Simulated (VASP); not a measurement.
Set up this calculation in VASP 6.6.1, as the native input.

* Task: relaxation of cell and atoms
* Functional: PBEsol
* Potentials or basis: VASP PAW PBE potentials, release 64 (Zn, Ge_d, P)
* Cutoff: 500 eV
* k mesh: 6 × 6 × 6
* Occupations: fermi-dirac, width 0.02 eV
* Spin: no spin polarisation
* Dipole correction: no
* Further INCAR settings: ALGO = Normal; EDIFF = 1e-07; IBRION = 2; EDIFFG = -0.01; NSW = 80; ISIF = 3

The structure of ZnGeP2 lies in POSCAR:

```
ZnGeP2
1.0
   -2.7300000000      2.7300000000      5.3800000000
    2.7300000000     -2.7300000000      5.3800000000
    2.7300000000      2.7300000000     -5.3800000000
Zn Ge P
2 2 4
Direct
    0.0000000000      0.0000000000      0.0000000000
    0.7500000000      0.2500000000      0.5000000000
    0.5000000000      0.5000000000      0.0000000000
    0.2500000000      0.7500000000      0.5000000000
    0.3750000000      0.3890000000      0.5140000000
    0.6110000000      0.1250000000      0.9860000000
    0.8750000000      0.8610000000      0.4860000000
    0.1390000000      0.6250000000      0.0140000000
```

These files were run (other wordings do the same):

INCAR

```
ALGO = Normal
EDIFF = 1E-7
EDIFFG = -0.01
ENCUT = 500
GGA = PS
GGA_COMPAT = F
IBRION = 2
ISIF = 3
ISMEAR = -1
LASPH = T
LCHARG = F
LREAL = F
LWAVE = F
NELM = 120
NELMIN = 4
NSW = 80
PREC = Accurate
SIGMA = 0.02
```

KPOINTS

```
k-points
0
Gamma
  6 6 6
```

Potentials or basis: VASP PAW PBE potentials, release 64 (Zn, Ge_d, P).

Run with:

```sh
$ cat potpaw_PBE.64/Zn/POTCAR potpaw_PBE.64/Ge_d/POTCAR potpaw_PBE.64/P/POTCAR > POTCAR
$ mpirun -np 1 vasp_std > vasp.out
```

Results of the run:

```json
{
  "Relaxed volume": "19.71 Å³/atom",
  "Relaxed cell": "a = 6.587 Å, b = 6.587 Å, c = 6.587 Å, α = 131.35°, β = 131.35°, γ = 71.26°",
  "Space group after relaxing (to 0.1 Å)": "I-42d (No. 122)",
  "Energy gained by relaxing": "12.4 meV/atom",
  "Ionic steps": "9",
  "Pressure after relaxing": "0.0 GPa",
  "Largest force after relaxing": "0.010 eV/Å",
  "Band gap on the k mesh": "1.14 eV (least direct gap 1.25 eV)"
}
```

Caveat: the PAW data sets were made with another functional, which shifts forces and pressure a little.

Wall time 18 min on 1 thread of Intel(R) Xeon(R) Platinum 8488C (Sapphire Rapids), on a shared host, peak memory 0.44 GiB.
